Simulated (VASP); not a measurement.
# HfO2 (P-3m1) in VASP: further runs

HfO2 is run at these levels: PBEsol; tasks: single point.

All numbers are computed with VASP 6.6.1; they aren't measurements. Logs are shortened: lines on timing, memory, paths and dates and some standing lists are left out, and cuts for length are marked.

### 1 The cell of the first run

It takes space group P-3m1 (No. 164, trigonal). The conventional cell has a = 3.216 Å, b = 3.216 Å, c = 4.910 Å, α = 90.00°, β = 90.00°, γ = 120.00°. Within 2.8 Å of Hf (site symmetry -3m) lie 6 O at 2.09 Å. Within 2.8 Å of O (site symmetry 3m) lie 3 Hf at 2.09 Å and 3 O at 2.68 Å.

### 2 Single point, PBEsol (volume scaled by 0.960)

Input file INCAR:

```
PREC = Accurate
ENCUT = 520
EDIFF = 1E-7
ISMEAR = 0
SIGMA = 0.05
LREAL = False
LASPH = True
NELM = 100
ALGO = Normal
ISIF = 2
LWAVE = False
LCHARG = False
GGA = PS
NBANDS = 18
```

Input file KPOINTS:

```
Automatic mesh
0
Gamma
  12 12 6
```

Input file POSCAR:

```
HfO2
1.0
    3.2164104441      0.0000000000      0.0000000000
   -1.6082052220      2.7854931536      0.0000000000
    0.0000000000      0.0000000000      4.9097181400
Hf O
1 2
Direct
    0.0000000000      0.0000000000      0.0000000000
    0.3333333333      0.6666666667      0.1966787432
    0.6666666667      0.3333333333      0.8033212568
```

Potentials or basis: VASP PAW PBE potentials, release 64 (Hf_pv, O).

Started as:

```bash
cat potpaw_PBE.64/Hf_pv/POTCAR potpaw_PBE.64/O/POTCAR > POTCAR
mpirun -np 1 vasp_std > vasp.out
```

OUTCAR:

```text
PREC = Accurate
   ENCUT = 520
   EDIFF = 1E-7
   ISMEAR = 0
   LREAL = False
   LASPH = True
   NELM = 100
   ISIF = 2
   GGA = PS

 ion  position               nearest neighbor table
   1  0.000  0.000  0.000-   2 2.09   3 2.09   2 2.09   3 2.09   3 2.09   2 2.09
   2  0.333  0.667  0.197-   1 2.09   1 2.09   1 2.09
   3  0.667  0.333  0.803-   1 2.09   1 2.09   1 2.09

  LATTYP: Found a hexagonal cell.
 ALAT       =     3.2164104441
 C/A-ratio  =     1.5264588352

  Lattice vectors:

 A1 = (   3.2164104441,   0.0000000000,   0.0000000000)
 A2 = (  -1.6082052220,   2.7854931536,   0.0000000000)
 A3 = (   0.0000000000,   0.0000000000,   4.9097181400)

Analysis of symmetry for initial positions (statically):
=====================================================================
 Subroutine PRICEL returns:
 Original cell was already a primitive cell.

 Routine SETGRP: Setting up the symmetry group for a
 hexagonal supercell.

 Subroutine GETGRP returns: Found 12 space group operations
 (whereof 12 operations were pure point group operations)
 out of a pool of 24 trial point group operations.

The static configuration has the point symmetry D_3d.

Analysis of symmetry for dynamics (positions and initial velocities):
=====================================================================
 Subroutine PRICEL returns:
 Original cell was already a primitive cell.

 Routine SETGRP: Setting up the symmetry group for a
 hexagonal supercell.

 Subroutine GETGRP returns: Found 12 space group operations
 (whereof 12 operations were pure point group operations)
 out of a pool of 24 trial point group operations.

The dynamic configuration has the point symmetry D_3d.

 Subroutine INISYM returns: Found 12 space group operations
 (whereof 12 operations are pure point group operations),
 and found     1 'primitive' translations

----------------------------------------------------------------------------------------

                                     Primitive cell

  volume of cell :      43.9876

  direct lattice vectors                    reciprocal lattice vectors
     3.216410444  0.000000000  0.000000000     0.310905594  0.179501428  0.000000000
    -1.608205222  2.785493154  0.000000000     0.000000000  0.359002857  0.000000000
     0.000000000  0.000000000  4.909718140     0.000000000  0.000000000  0.203677680

  length of vectors
     3.216410444  3.216410444  4.909718140     0.359002857  0.359002857  0.203677680

  position of ions in fractional coordinates (direct lattice)
     0.000000000  0.000000000  0.000000000
     0.333333333  0.666666667  0.196678743
     0.666666667  0.333333333  0.803321257

  ion indices of the primitive-cell ions
   primitive index   ion index
                 1           1
                 2           2
                 3           3

----------------------------------------------------------------------------------------

 KPOINTS: Automatic mesh

Automatic generation of k-mesh.
 Grid dimensions read from file:
 generate k-points for:   12   12    6

 Generating k-lattice:

  Cartesian coordinates                     Fractional coordinates (reciprocal lattice)
     0.025908800  0.014958452  0.000000000     0.083333333 -0.000000000  0.000000000
     0.000000000  0.029916905  0.000000000     0.000000000  0.083333333  0.000000000
     0.000000000  0.000000000  0.033946280     0.000000000  0.000000000  0.166666667

  Length of vectors
     0.029916905  0.029916905  0.033946280

  Shift w.r.t. Gamma in fractional coordinates (k-lattice)
     0.000000000  0.000000000  0.000000000

 Subroutine IBZKPT returns following result:
 ===========================================

 Found    100 irreducible k-points:

 Following reciprocal coordinates:
            Coordinates               Weight
  0.000000  0.000000  0.000000      1.000000
  0.083333  0.000000  0.000000      6.000000
  0.166667  0.000000  0.000000      6.000000
  0.250000  0.000000  0.000000      6.000000
  0.333333  0.000000  0.000000      6.000000
  0.416667  0.000000  0.000000      6.000000
[... 16 lines left out ...]
  0.166667  0.000000  0.166667      6.000000
  0.000000  0.166667  0.166667      6.000000
 [... further k-points ...]
   k-points           NKPTS =    100   k-points in BZ     NKDIM =    100   number of bands    NBANDS=     18
   number of dos      NEDOS =    301   number of ions     NIONS =      3
   total plane-waves  NPLWV =  23040
   dimension x,y,z NGX =    24 NGY =   24 NGZ =   40
   dimension x,y,z NGXF=    48 NGYF=   48 NGZF=   80
   ions per type =               1   2
   NGX,Y,Z   is equivalent  to a cutoff of  12.40, 12.40, 13.54 a.u.
   NGXF,Y,Z  is equivalent  to a cutoff of  24.81, 24.81, 27.09 a.u.
 SYSTEM =  unknown system
   PREC   = accura    normal or accurate (medium, high low for compatibility)
   ISTART =      0    job   : 0-new  1-cont  2-samecut
   ICHARG =      2    charge: 1-file 2-atom 10-const
   ISPIN  =      1    spin polarized calculation?
   LNONCOLLINEAR =      F non collinear calculations
   LSORBIT =      F    spin-orbit coupling
   LASPH  =      T    aspherical Exc in radial PAW
   ENCUT  =  520.0 eV  38.22 Ry    6.18 a.u.   5.98  5.98  9.13*2*pi/ulx,y,z
   NELM   =    100;   NELMIN=  2; NELMDL= -5     # of ELM steps
   EDIFF  = 0.1E-06   stopping-criterion for ELM
   LREAL  =      F    real-space projection
   EDIFFG = 0.1E-05   stopping-criterion for IOM
   NSW    =      0    number of steps for IOM
   IBRION =     -1    ionic relax: 0-MD 1-quasi-New 2-CG
   NFREE  =      0    steps in history (QN), initial steepest desc. (CG)
   ISIF   =      2    stress and relaxation
   ISYM   =      2    0-nonsym 1-usesym 2-fastsym
   POTIM  = 0.5000    time-step for ionic-motion
   TEBEG  =    0.0;   TEEND  =   0.0 temperature during run
   PSTRESS=    0.0 pullay stress
   NELECT =      22.0000    total number of electrons
   NUPDOWN=      -1.0000    fix difference up-down
   EMIN   =  10.00;   EMAX   =-10.00  energy-range for DOS
   EFERMI =   0.00;   METHOD = LEGACY
   ISMEAR =     0;   SIGMA  =   0.05  broadening in eV -4-tet -1-fermi 0-gaus
   EFERMI_NEDOS =   21; number of points for ismear=-14 and -15
   IALGO  =     38    algorithm
   IMIX   =      4    mixing-type and parameters
     AMIX     =   0.40;   BMIX     =  1.00
     AMIX_MAG =   1.60;   BMIX_MAG =  1.00
  volume/ion in A,a.u.               =      14.66        98.95
  Fermi-wavevector in a.u.,A,eV,Ry     =   1.299488  2.455677 22.975746  1.688670
  Thomas-Fermi vector in A             =   2.430749
   LORBIT       =      0    0 simple, 1 ext, 2 COOP (PROOUT), +10 PAW based schemes
   GGA     = PS    functional components
   LHFCALC =     F    Hartree Fock is set to
   AEXX    =    0.0000 exact exchange contribution
   IVDW    =     0    specifies the selected vdW correction
   LEPSILON=     F    determine dielectric tensor
   LRPA    =     F    only Hartree local field effects (RPA)
 non-spin polarized calculation
 Gauss-broadening in eV      SIGMA  =   0.05
  energy-cutoff  :      520.00
  volume of cell :       43.99
 maximum number of plane-waves:      1209
   NGX = 11   NGY = 11   NGZ = 19

 number of electron      22.0000005 magnetization

 Free energy of the ion-electron system (eV)
  ---------------------------------------------------
  ext. energy  EPLUGINS =         0.00000000
  ---------------------------------------------------
  free energy    TOTEN  =       -31.01388115 eV

  energy without entropy =      -31.01388115  energy(sigma->0) =      -31.01388115

 E-fermi :   0.5493     XC(G=0):  -9.9954

 val. band max:        0.2737011177   @ k =   0.1667   0.0833   0.0000
 cond. band min:       4.9488091378   @ k =   0.5000   0.0000   0.0000
 fundamental gap:      4.6751080201
 Fermi energy:         0.5492967201

 k-point     1 :       0.0000    0.0000    0.0000
  band No.  band energies     occupation
      1     -28.6971      2.00000
      2     -28.2073      2.00000
      3     -28.2073      2.00000
      4     -16.9108      2.00000
      5     -14.8452      2.00000
      6      -3.4588      2.00000
[... 10 lines left out ...]
     17      11.1913      0.00000
     18      11.1913      0.00000

 k-point     2 :       0.0833    0.0000    0.0000
  band No.  band energies     occupation
      1     -28.6845      2.00000
      2     -28.2726      2.00000
      3     -28.2186      2.00000
      4     -16.7899      2.00000
      5     -14.9230      2.00000
      6      -3.4030      2.00000
[... 10 lines left out ...]
     17      11.1693      0.00000
     18      11.7992      0.00000

 k-point     3 :       0.1667    0.0000    0.0000
  band No.  band energies     occupation
      1     -28.6507      2.00000
      2     -28.4444      2.00000
      3     -28.2492      2.00000
      4     -16.4707      2.00000
      5     -15.1196      2.00000
      6      -3.2734      2.00000
[... 10 lines left out ...]
     17      11.1357      0.00000
     18      12.8095      0.00000

 k-point     4 :       0.2500    0.0000    0.0000
  band No.  band energies     occupation
      1     -28.6797      2.00000
      2     -28.5914      2.00000
      3     -28.2907      2.00000
      4     -16.0975      2.00000
      5     -15.3118      2.00000
      6      -3.2099      2.00000
[... 375 lines left out ...]
      4     -16.7744      2.00000
      5     -14.9433      2.00000
      6      -3.4439      2.00000
[... 10 lines left out ...]
     17      11.1778      0.00000
     18      11.6607      0.00000

 k-point    23 :       0.1667    0.0000    0.1667
  band No.  band energies     occupation
      1     -28.6514      2.00000
      2     -28.4443      2.00000
      3     -28.2492      2.00000
      4     -16.4527      2.00000
      5     -15.1415      2.00000
      6      -3.2673      2.00000
[... 10 lines left out ...]
     17      11.1912      0.00000
     18      12.5430      0.00000

 k-point    24 :       0.0000    0.1667    0.1667
  band No.  band energies     occupation
      1     -28.6514      2.00000
      2     -28.4444      2.00000
      3     -28.2492      2.00000
      4     -16.4585      2.00000
      5     -15.1328      2.00000
      6      -3.3872      2.00000
[... 10 lines left out ...]
     17      11.1264      0.00000
     18      12.2978      0.00000

 [... further k-points ...]

------------------------ aborting loop because EDIFF is reached ----------------------------------------

  FORCE on cell =-STRESS in cart. coord.  units (eV):
  Direction    XX          YY          ZZ          XY          YZ          ZX
  --------------------------------------------------------------------------------------
  -------------------------------------------------------------------------------------
  Total       -0.5841201     -0.5841201     -0.3269783     -0.0000000      0.0000000     -0.0000000
  in kB      -21.2756398    -21.2756398    -11.9096603     -0.0000000      0.0000000     -0.0000000
  external PRESSURE =     -18.1536467 kB  Pullay stress =       0.0000000 kB

 VOLUME and BASIS-vectors are now :
 -----------------------------------------------------------------------------
  energy-cutoff  :      520.00
  volume of cell :       43.99
      direct lattice vectors                 reciprocal lattice vectors
     3.216410444  0.000000000  0.000000000     0.310905594  0.179501428  0.000000000
    -1.608205222  2.785493154  0.000000000     0.000000000  0.359002857  0.000000000
     0.000000000  0.000000000  4.909718140     0.000000000  0.000000000  0.203677680

 POSITION                                       TOTAL-FORCE (eV/Angst)
 -----------------------------------------------------------------------------------
      0.00000      0.00000      0.00000        -0.000000      0.000000      0.000000
     -0.00000      1.85700      0.96564         0.000000      0.000000     -0.192557
      1.60821      0.92850      3.94408        -0.000000     -0.000000      0.192557
 -----------------------------------------------------------------------------------
    total drift:                                0.000000     -0.000000      0.000000

  FREE ENERGIE OF THE ION-ELECTRON SYSTEM (eV)
  ---------------------------------------------------
  free  energy   TOTEN  =       -31.0138811462 eV

  energy  without entropy=      -31.0138811462  energy(sigma->0) =      -31.01388115
```

Wall time 48 s (1 thread of AMD EPYC 7R13 (Zen 3), shared host); peak memory 0.18 GiB.

Results:

```
Free energy            : -31.0139 eV
Pressure               : -1.8 GPa
Largest force          : 0.193 eV/Å
Band gap on the k mesh : 4.68 eV, indirect (least direct gap 4.97 eV)
```

Forces on the atoms (eV/Å):
```
Hf   0.000  0.000  0.000
O    0.000  0.000 -0.193
O    0.000  0.000  0.193
```

Caveat: the cell differs from its parent crystal (volume scaled by 0.960); the PAW data sets were made with another functional, which shifts forces and pressure a little; spin-orbit coupling is left out, which moves the levels of the heavy elements. A k mesh can miss the band edges.

### 3 Single point, PBEsol (volume scaled by 0.980)

Input file INCAR:

```
  ALGO = Normal
  EDIFF = 1E-6
  ENCUT = 520
  GGA = PS
  ISIF = 2
  ISMEAR = 0
  LASPH = True
  LCHARG = True
  LELF = True
  LREAL = False
  LVHAR = True
  LWAVE = False
  NBANDS = 18
  NELM = 100
  PREC = Accurate
  SIGMA = 0.05
```

Input file KPOINTS:

```
k-points
0
Gamma
  12 12 6
```

Input file POSCAR:

```
HfO2
1.0
    3.2173910280      0.0000000000      0.0000000000
   -1.6086955140      2.7863423641      0.0000000000
    0.0000000000      0.0000000000      5.0089493224
Hf O
1 2
Direct
    0.0000000000      0.0000000000      0.0000000000
    0.3333333333      0.6666666667      0.1927210729
    0.6666666667      0.3333333333      0.8072789271
```

Potentials or basis: VASP PAW PBE potentials, release 64 (Hf_pv, O).

Started as:

```bash
cat potpaw_PBE.64/Hf_pv/POTCAR potpaw_PBE.64/O/POTCAR > POTCAR
mpirun -np 1 vasp_std > vasp.out
```

Wall time 49 s (1 thread of AMD EPYC 7R13 (Zen 3), shared host); peak memory 0.19 GiB.

The run converged. Its results:

- Free energy: -31.0151 eV
- Pressure: -1.9 GPa
- Largest force: 0.189 eV/Å
- Band gap on the k mesh: 4.71 eV, indirect (least direct gap 4.98 eV)

Forces on the atoms (eV/Å):
```
Hf   0.000  0.000  0.000
O    0.000  0.000 -0.189
O    0.000  0.000  0.189
```

Stress tensor (GPa, compression positive):
```
-2.25  0.00  0.00
 0.00 -2.25  0.00
 0.00  0.00 -1.30
```

Levels at points of the mesh, in eV from the valence-band top:
```
           k point  band 9  band 10  band 11  band 12  band 13  band 14
(0.00, 0.00, 0.00)   -0.29    -0.27    -0.27     5.15     5.15     5.27
(0.50, 0.00, 0.00)   -1.46    -1.04    -0.67     4.71     5.99     7.24
(0.00, 0.00, 0.50)   -1.14    -0.30    -0.30     5.11     5.11     6.14
(0.50, 0.00, 0.50)   -1.29    -0.97    -0.28     4.92     6.24     7.22
```

Caveat: the cell differs from its parent crystal (volume scaled by 0.980); the PAW data sets were made with another functional, which shifts forces and pressure a little; spin-orbit coupling is left out, which moves the levels of the heavy elements.

### 4 Single point, PBEsol

This run uses another cell than the first one, of 15.09 Å³/atom, 1.029 times its volume.

Input file INCAR:

```
SYSTEM = HfO2
PREC     = Accurate       ! precision mode
ENCUT    = 520            ! plane-wave cutoff, eV
EDIFF    = 1E-6           ! SCF threshold, eV
ISMEAR   = 0              ! smearing method
SIGMA    = 0.05           ! smearing width, eV
LREAL    = .FALSE.        ! projectors in reciprocal space
LASPH    = .TRUE.         ! aspherical terms in the spheres
NELM     = 60             ! most SCF steps
ALGO     = Normal         ! electronic algorithm
ISIF     = 2              ! what is computed and relaxed
LWAVE    = .FALSE.        ! write WAVECAR
LCHARG   = .TRUE.         ! write CHGCAR
GGA      = PS             ! functional
LELF     = .TRUE.         ! ELF
LVHAR    = .TRUE.       
NBANDS   = 18             ! bands
```

Input file KPOINTS:

```
Automatic mesh
0
G
  12 12 6
  0 0 0
```

Input file POSCAR:

```
HfO2
1.0
    3.2196044348      0.0000000000      0.0000000000
   -1.6098022174      2.7882592307      0.0000000000
    0.0000000000      0.0000000000      5.0421791198
Hf O
1 2
Direct
    0.0000000000      0.0000000000      0.0000000000
    0.3333333333      0.6666666667      0.1913039684
    0.6666666667      0.3333333333      0.8086960316
```

Started as:

```bash
cat potpaw_PBE.64/Hf_pv/POTCAR potpaw_PBE.64/O/POTCAR > POTCAR
mpirun -np 1 vasp_std > vasp.out
```

Wall time 50 s (1 thread of AMD EPYC 7R13 (Zen 3), shared host); peak memory 0.18 GiB.

The run converged. Its results:

* Free energy: -31.0149 eV
* Pressure: -2.1 GPa
* Largest force: 0.194 eV/Å
* Band gap on the k mesh: 4.72 eV, indirect (least direct gap 4.99 eV)

Forces in eV/Å, atoms in the order of the input:
```
Hf   0.000  0.000  0.000
O    0.000  0.000 -0.194
O    0.000  0.000  0.194
```

Stress tensor (GPa, compression positive):
```
-2.54  0.00  0.00
 0.00 -2.54  0.00
 0.00  0.00 -1.32
```

Levels at points of the mesh, in eV from the valence-band top:
```tsv
k point	band 7	band 8	band 9	band 10	band 11	band 12	band 13	band 14	band 15	band 16
(0.00, 0.00, 0.00)	-3.71	-3.60	-0.30	-0.27	-0.27	5.14	5.14	5.27	7.85	10.31
(0.50, 0.00, 0.00)	-2.60	-1.74	-1.45	-1.03	-0.66	4.72	5.98	7.22	10.11	10.55
(0.00, 0.00, 0.50)	-3.70	-3.08	-1.12	-0.30	-0.30	5.10	5.10	6.13	8.24	9.00
(0.50, 0.00, 0.50)	-2.65	-1.98	-1.28	-0.97	-0.29	4.92	6.22	7.21	9.84	10.27
```

Caveat: the PAW data sets were made with another functional, which shifts forces and pressure a little; spin-orbit coupling is left out, which moves the levels of the heavy elements.

### 5 Overview

| cell | gap on the mesh (eV) | pressure (GPa) | largest force (eV/Å) |
| --- | --- | --- | --- |
| a = 3.216, b = 3.216, c = 4.910 Å, angles 90.0, 90.0, 120.0°, 3 atoms | 4.68 | -1.8 | 0.19 |
| a = 3.217, b = 3.217, c = 5.009 Å, angles 90.0, 90.0, 120.0°, 3 atoms | 4.71 | -1.9 | 0.19 |
| a = 3.220, b = 3.220, c = 5.042 Å, angles 90.0, 90.0, 120.0°, 3 atoms | 4.72 | -2.1 | 0.19 |

Alike in all rows: task single point; level PBEsol; potentials or basis VASP PAW PBE potentials, release 64 (Hf_pv, O); no spin polarisation; k mesh 12 × 12 × 6; cutoff (eV) 520; smearing gaussian 0.05 eV.

Caveats: the PAW data sets were made with another functional, which shifts forces and pressure a little; spin-orbit coupling is left out, which moves the levels of the heavy elements.

Total energies depend on the potentials used, so only differences within one code and one set of settings carry meaning.
